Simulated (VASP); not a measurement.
Here is a VASP 6.6.1 calculation.

INCAR

```
PREC = Accurate
ENCUT = 520
EDIFF = 1E-7
ISMEAR = 0
SIGMA = 0.15
LREAL = F
LASPH = T
NELM = 60
ALGO = Normal
ISIF = 2
LWAVE = F
LCHARG = F
NBANDS = 11
```

KPOINTS

```
regular mesh
0
Gamma
  22 22 22
```

The input POSCAR:

```
Pt
1.0
    0.0000000000      1.8452950603      1.9934722537
    1.8452950603      0.0000000000      1.9934722537
    1.8452950603      1.8452950603      0.0000000000
Pt
1
Direct
    0.0000000000      0.0000000000      0.0000000000
```

Potentials or basis: VASP PAW LDA potentials, release 64 (Pt).

Command:

```console
$ cat potpaw_LDA.64/Pt/POTCAR > POTCAR
$ mpirun -np 1 vasp_std > vasp.out
```

Question: Estimate the band gap on the k mesh.

Answer: Zero (band 5 reaches 14.44 eV, above the bottom of band 6 at 11.29 eV).

Question: Predict the pressure.

Answer: 34.3 GPa.

Stress tensor (GPa, compression positive):
```
39.33  0.00  0.00
 0.00 39.33  0.00
 0.00  0.00 24.23
```

Caveat: spin-orbit coupling is left out, which moves the levels of the heavy elements.
